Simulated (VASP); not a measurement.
# Cu in VASP: relaxation of the atoms with PBEsol

Aim: the relaxation of the atoms of Cu with PBEsol.

Everything below comes from runs of VASP 6.6.1. Logs are shortened: lines on timing, memory, paths and dates and some standing lists are left out, and cuts for length are marked.

**1. The cell of the first run**

The cell holds a slab with vacuum, 5 atoms: a = 2.520 Å, b = 2.520 Å, c = 24.127 Å, α = 90.00°, β = 90.00°, γ = 90.00°.

**2. Relaxation of the atoms, PBEsol**

Input file INCAR:

```
PREC = Accurate
ENCUT = 520
EDIFF = 1E-6
ISMEAR = 0
SIGMA = 0.1
LREAL = False
LASPH = True
NELM = 80
ALGO = Normal
ISIF = 2
LWAVE = False
LCHARG = False
LDIPOL = True
IDIPOL = 3
DIPOL = 0.5 0.5 0.500
GGA = PS
IBRION = 2
NSW = 90
EDIFFG = -0.03
```

Input file KPOINTS:

```
Automatic mesh
0
Gamma
  11 11 1
```

Input file POSCAR:

```
Cu
1.0
    2.5196845176      0.0000000000      0.0000000000
    0.0000000000      2.5196845176      0.0000000000
    0.0000000000      0.0000000000     24.1267440352
Cu
5
Selective dynamics
Direct
    0.5000000000      0.5000000000      0.3523061374  F F F
    0.0000000000      0.0000000000      0.4261530687  F F F
    0.5000000000      0.5000000000      0.5000000000  T T T
    0.0000000000      0.0000000000      0.5738469313  T T T
    0.5000000000      0.5000000000      0.6476938626  T T T
```

Potentials or basis: VASP PAW PBE potentials, release 64 (Cu).

The run is started by

```console
$ cat potpaw_PBE.64/Cu/POTCAR > POTCAR
$ mpirun -np 1 vasp_std > vasp.out
```

OUTCAR:

```text
PREC = Accurate
   ENCUT = 520
   EDIFF = 1E-6
   ISMEAR = 0
   LREAL = False
   LASPH = True
   NELM = 80
   ISIF = 2
   GGA = PS
   IBRION = 2
   NSW = 90
   EDIFFG = -0.03

 ion  position               nearest neighbor table
   1  0.500  0.500  0.352-   2 2.52   2 2.52   2 2.52   2 2.52
   2  0.000  0.000  0.426-   3 2.52   3 2.52   3 2.52   3 2.52   1 2.52   1 2.52   1 2.52   1 2.52

   3  0.500  0.500  0.500-   2 2.52   4 2.52   2 2.52   4 2.52   2 2.52   4 2.52   2 2.52   4 2.52

   4  0.000  0.000  0.574-   3 2.52   3 2.52   3 2.52   3 2.52   5 2.52   5 2.52   5 2.52   5 2.52

   5  0.500  0.500  0.648-   4 2.52   4 2.52   4 2.52   4 2.52

  LATTYP: Found a simple tetragonal cell.
 ALAT       =     2.5196845176
 C/A-ratio  =     9.5753035218

  Lattice vectors:

 A1 = (   2.5196845176,   0.0000000000,   0.0000000000)
 A2 = (   0.0000000000,   2.5196845176,   0.0000000000)
 A3 = (   0.0000000000,   0.0000000000,  24.1267440352)

Analysis of symmetry for initial positions (statically):
=====================================================================
 Subroutine PRICEL returns:
 Original cell was already a primitive cell.

 Routine SETGRP: Setting up the symmetry group for a
 simple tetragonal supercell.

 Subroutine GETGRP returns: Found 16 space group operations
 (whereof 16 operations were pure point group operations)
 out of a pool of 16 trial point group operations.

The static configuration has the point symmetry D_4h.

Analysis of symmetry for dynamics (positions and initial velocities):
=====================================================================
 Subroutine PRICEL returns:
 Original cell was already a primitive cell.

 Routine SETGRP: Setting up the symmetry group for a
 simple tetragonal supercell.

 Subroutine GETGRP returns: Found 16 space group operations
 (whereof 16 operations were pure point group operations)
 out of a pool of 16 trial point group operations.

The dynamic configuration has the point symmetry D_4h.

Analysis of constrained symmetry for selective dynamics:
=====================================================================
 Subroutine PRICEL returns:
 Original cell was already a primitive cell.

 Routine SETGRP: Setting up the symmetry group for a
 simple tetragonal supercell.

 Subroutine GETGRP returns: Found  8 space group operations
 (whereof  8 operations were pure point group operations)
 out of a pool of 16 trial point group operations.

The constrained configuration has the point symmetry C_4v.

 Subroutine INISYM returns: Found  8 space group operations
 (whereof  8 operations are pure point group operations),
 and found     1 'primitive' translations

----------------------------------------------------------------------------------------

                                     Primitive cell

  volume of cell :     153.1761

  direct lattice vectors                    reciprocal lattice vectors
     2.519684518  0.000000000  0.000000000     0.396875082  0.000000000  0.000000000
     0.000000000  2.519684518  0.000000000     0.000000000  0.396875082  0.000000000
     0.000000000  0.000000000 24.126744035     0.000000000  0.000000000  0.041447781

  length of vectors
     2.519684518  2.519684518 24.126744035     0.396875082  0.396875082  0.041447781

  position of ions in fractional coordinates (direct lattice)
     0.500000000  0.500000000  0.352306137
     0.000000000  0.000000000  0.426153069
     0.500000000  0.500000000  0.500000000
     0.000000000  0.000000000  0.573846931
     0.500000000  0.500000000  0.647693863

  ion indices of the primitive-cell ions
   primitive index   ion index
                 1           1
                 2           2
                 3           3
                 4           4
                 5           5

----------------------------------------------------------------------------------------

 KPOINTS: Automatic mesh

Automatic generation of k-mesh.
 Grid dimensions read from file:
 generate k-points for:   11   11    1

 Generating k-lattice:

  Cartesian coordinates                     Fractional coordinates (reciprocal lattice)
     0.036079553  0.000000000  0.000000000     0.090909091  0.000000000  0.000000000
     0.000000000  0.036079553  0.000000000     0.000000000  0.090909091  0.000000000
     0.000000000  0.000000000  0.041447781     0.000000000  0.000000000  1.000000000

  Length of vectors
     0.036079553  0.036079553  0.041447781

  Shift w.r.t. Gamma in fractional coordinates (k-lattice)
     0.000000000  0.000000000  0.000000000

 Subroutine IBZKPT returns following result:
 ===========================================

 Found     21 irreducible k-points:

 Following reciprocal coordinates:
            Coordinates               Weight
  0.000000  0.000000  0.000000      1.000000
  0.090909  0.000000  0.000000      4.000000
  0.181818  0.000000  0.000000      4.000000
  0.272727  0.000000  0.000000      4.000000
  0.363636  0.000000  0.000000      4.000000
  0.454545  0.000000  0.000000      4.000000
[... 13 lines left out ...]
  0.454545  0.363636  0.000000      8.000000
  0.454545  0.454545  0.000000      4.000000
   k-points           NKPTS =     21   k-points in BZ     NKDIM =     21   number of bands    NBANDS=     33
   number of dos      NEDOS =    301   number of ions     NIONS =      5
   total plane-waves  NPLWV =  72000
   dimension x,y,z NGX =    20 NGY =   20 NGZ =  180
   dimension x,y,z NGXF=    40 NGYF=   40 NGZF=  360
   ions per type =               5
   NGX,Y,Z   is equivalent  to a cutoff of  13.20, 13.20, 12.40 a.u.
   NGXF,Y,Z  is equivalent  to a cutoff of  26.39, 26.39, 24.81 a.u.
 SYSTEM =  unknown system
   PREC   = accura    normal or accurate (medium, high low for compatibility)
   ISTART =      0    job   : 0-new  1-cont  2-samecut
   ICHARG =      2    charge: 1-file 2-atom 10-const
   ISPIN  =      1    spin polarized calculation?
   LNONCOLLINEAR =      F non collinear calculations
   LSORBIT =      F    spin-orbit coupling
   LASPH  =      T    aspherical Exc in radial PAW
   ENCUT  =  520.0 eV  38.22 Ry    6.18 a.u.   4.68  4.68 44.86*2*pi/ulx,y,z
   NELM   =     80;   NELMIN=  2; NELMDL= -5     # of ELM steps
   EDIFF  = 0.1E-05   stopping-criterion for ELM
   LREAL  =      F    real-space projection
   EDIFFG = -.3E-01   stopping-criterion for IOM
   NSW    =     90    number of steps for IOM
   IBRION =      2    ionic relax: 0-MD 1-quasi-New 2-CG
   NFREE  =      1    steps in history (QN), initial steepest desc. (CG)
   ISIF   =      2    stress and relaxation
   ISYM   =      2    0-nonsym 1-usesym 2-fastsym
   POTIM  = 0.5000    time-step for ionic-motion
   TEBEG  =    0.0;   TEEND  =   0.0 temperature during run
   PSTRESS=    0.0 pullay stress
   NELECT =      55.0000    total number of electrons
   NUPDOWN=      -1.0000    fix difference up-down
   EMIN   =  10.00;   EMAX   =-10.00  energy-range for DOS
   EFERMI =   0.00;   METHOD = LEGACY
   ISMEAR =     0;   SIGMA  =   0.10  broadening in eV -4-tet -1-fermi 0-gaus
   EFERMI_NEDOS =   21; number of points for ismear=-14 and -15
   IALGO  =     38    algorithm
   IMIX   =      4    mixing-type and parameters
     AMIX     =   0.40;   BMIX     =  1.00
     AMIX_MAG =   1.60;   BMIX_MAG =  1.00
  volume/ion in A,a.u.               =      30.64       206.74
  Fermi-wavevector in a.u.,A,eV,Ry     =   1.163587  2.198860 18.421387  1.353934
  Thomas-Fermi vector in A             =   2.300135
   LORBIT       =      0    0 simple, 1 ext, 2 COOP (PROOUT), +10 PAW based schemes
   GGA     = PS    functional components
   LHFCALC =     F    Hartree Fock is set to
   AEXX    =    0.0000 exact exchange contribution
   IVDW    =     0    specifies the selected vdW correction
   LEPSILON=     F    determine dielectric tensor
   LRPA    =     F    only Hartree local field effects (RPA)
 conjugate gradient relaxation of ions
 non-spin polarized calculation
 Gauss-broadening in eV      SIGMA  =   0.10
  energy-cutoff  :      520.00
  volume of cell :      153.18
 maximum number of plane-waves:      4189
 NGX is ok and might be reduce to    20
   NGX =  9   NGY =  9   NGZ = 89

--------------------------------------- Ionic step        1  -------------------------------------------

 number of electron      55.0000001 magnetization

 Free energy of the ion-electron system (eV)
  ---------------------------------------------------
  ext. energy  EPLUGINS =         0.00000000
  ---------------------------------------------------
  free energy    TOTEN  =       -20.12268872 eV

  energy without entropy =      -20.10808577  energy(sigma->0) =      -20.11538724

------------------------ aborting loop because EDIFF is reached ----------------------------------------

  FORCE on cell =-STRESS in cart. coord.  units (eV):
  Direction    XX          YY          ZZ          XY          YZ          ZX
  --------------------------------------------------------------------------------------
  -------------------------------------------------------------------------------------
  Total       -1.5907179     -1.5907179     -0.6121425      0.0000000      0.0000000      0.0000000
  in kB      -16.6384432    -16.6384432     -6.4028311      0.0000000      0.0000000      0.0000000
  external PRESSURE =     -13.2265725 kB  Pullay stress =       0.0000000 kB
[... 59 lines left out ...]
  FREE ENERGIE OF THE ION-ELECTRON SYSTEM (eV)
  ---------------------------------------------------
  free  energy   TOTEN  =       -20.1263767033 eV

  energy  without entropy=      -20.1114884655  energy(sigma->0) =      -20.11893258

 dipolmoment           0.000000      0.000000      0.000659 electrons x Angstroem

--------------------------------------- Ionic step        3  -------------------------------------------

 number of electron      55.0000011 magnetization

------------------------ aborting loop because EDIFF is reached ----------------------------------------

  FORCE on cell =-STRESS in cart. coord.  units (eV):
  Direction    XX          YY          ZZ          XY          YZ          ZX
  --------------------------------------------------------------------------------------
  -------------------------------------------------------------------------------------
  Total       -1.4933426     -1.4933426     -0.4953137      0.0000000      0.0000000      0.0000000
  in kB      -15.6199269    -15.6199269     -5.1808363      0.0000000      0.0000000      0.0000000
  external PRESSURE =     -12.1402300 kB  Pullay stress =       0.0000000 kB
[... 63 lines left out ...]
  energy  without entropy=      -20.1127889142  energy(sigma->0) =      -20.12037582

--------------------------------------- Ionic step        5  -------------------------------------------

 number of electron      55.0000007 magnetization

 dipolmoment           0.000000      0.000000     -0.000613 electrons x Angstroem

 Free energy of the ion-electron system (eV)
  ---------------------------------------------------
  ext. energy  EPLUGINS =         0.00000000
  ---------------------------------------------------
  free energy    TOTEN  =       -20.12809630 eV

  energy without entropy =      -20.11291183  energy(sigma->0) =      -20.12050407

 E-fermi :   0.0507     XC(G=0):  -5.6400

 val. band max:        0.0417304278   @ k =   0.1818   0.1818   0.0000
 cond. band min:       0.0976770481   @ k =   0.4545   0.1818   0.0000
 fundamental gap:      0.0559466204
 Fermi energy:         0.0506667290

 k-point     1 :       0.0000    0.0000    0.0000
  band No.  band energies     occupation
      1      -9.2032      2.00000
      2      -8.0374      2.00000
      3      -6.3100      2.00000
      4      -5.0353      2.00000
      5      -4.9236      2.00000
      6      -4.4338      2.00000
[... 745 lines left out ...]
     32       7.4996      0.00000
     33       7.7181      0.00000

------------------------ aborting loop because EDIFF is reached ----------------------------------------

 vacuum level on the upper side and lower side of the slab       (xc-potential included)        -0.018        -0.001

  FORCE on cell =-STRESS in cart. coord.  units (eV):
  Direction    XX          YY          ZZ          XY          YZ          ZX
  --------------------------------------------------------------------------------------
  -------------------------------------------------------------------------------------
  Total       -1.4545984     -1.4545984     -0.4452760      0.0000000     -0.0000000      0.0000000
  in kB      -15.2146735    -15.2146735     -4.6574569      0.0000000     -0.0000000      0.0000000
  external PRESSURE =     -11.6956013 kB  Pullay stress =       0.0000000 kB

 VOLUME and BASIS-vectors are now :
 -----------------------------------------------------------------------------
  energy-cutoff  :      520.00
  volume of cell :      153.18
      direct lattice vectors                 reciprocal lattice vectors
     2.519684518  0.000000000  0.000000000     0.396875082  0.000000000  0.000000000
     0.000000000  2.519684518  0.000000000     0.000000000  0.396875082  0.000000000
     0.000000000  0.000000000 24.126744035     0.000000000  0.000000000  0.041447781
[... 11 lines left out ...]
  FREE ENERGIE OF THE ION-ELECTRON SYSTEM (eV)
  ---------------------------------------------------
  free  energy   TOTEN  =       -20.1280963024 eV

  energy  without entropy=      -20.1129118309  energy(sigma->0) =      -20.12050407

 reached required accuracy - stopping structural energy minimisation

 vacuum level on the upper side and lower side of the slab         4.649         4.666
```

It took 12 min on 1 thread of AMD EPYC 7R13, shared host; peak memory 0.26 GiB.

Results:

```yaml
Free_energy: -20.1281 eV
Energy_gained_by_relaxing: 1.1 meV/atom
Ionic_steps: 5
Band_gap_on_the_k_mesh: zero (an odd number of electrons rules out a gap without spin polarisation)
```

The path:
```
step  energy change (eV)  largest force on free atoms (eV/Å)  pressure (GPa)
   1              0.0000                              0.2442           -1.32
   2             -0.0037                              0.1177           -1.29
   3             -0.0049                              0.0842           -1.21
   4             -0.0053                              0.0421           -1.19
   5             -0.0054                              0.0036           -1.17
```

Final structure:
```xyz
5
Lattice="2.5197 0.0000 0.0000 0.0000 2.5197 0.0000 0.0000 0.0000 24.1267" Properties=species:S:1:pos:R:3 pbc="T T T"
Cu    1.2598    1.2598    8.5000
Cu    0.0000    0.0000   10.2817
Cu    1.2598    1.2598   12.0732
Cu    0.0000    0.0000   13.8681
Cu    1.2598    1.2598   15.6023
```

Levels at points of the mesh, in eV from the Fermi level:
```
           k point  band 24  band 25  band 26  band 27  band 28  band 29  band 30  band 31  band 32  band 33
(0.00, 0.00, 0.00)    -1.64    -1.64    -1.48    -1.46    -1.46    -1.45    -0.11     1.17     4.40     4.71
```

Caveat: the PAW data sets were made with another functional, which shifts forces and pressure a little.
